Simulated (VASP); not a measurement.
A run of VASP 6.6.1 is set up as follows.

The input INCAR:

```
PREC = Accurate
ENCUT = 520
EDIFF = 1E-6
ISMEAR = -1
SIGMA = 0.05
LREAL = F
LASPH = T
NELM = 100
ALGO = Normal
ISIF = 2
LWAVE = F
LCHARG = F
GGA = PS
NBANDS = 16
```

The input KPOINTS:

```
Automatic mesh
0
Gamma
  9 9 9
```

The input POSCAR:

```
CoSi2
1.0
    0.0000000000      2.6780000000      2.6780000000
    2.6780000000      0.0000000000      2.6780000000
    2.6780000000      2.6780000000      0.0000000000
Co Si
1 2
Direct
    0.0000000000      0.0000000000      0.0000000000
    0.7500000000      0.7500000000      0.7500000000
    0.2500000000      0.2500000000      0.2500000000
```

Potentials or basis: VASP PAW PBE potentials, release 64 (Co, Si).

Command:

```console
$ cat potpaw_PBE.64/Co/POTCAR potpaw_PBE.64/Si/POTCAR > POTCAR
$ mpirun -np 1 vasp_std > vasp.out
```

Question: Estimate the pressure.

Answer: -4.4 GPa.

Caveat: the PAW data sets were made with another functional, which shifts forces and pressure a little. Spin polarisation is off, so any magnetic state and its effect on volume and gap are missing.
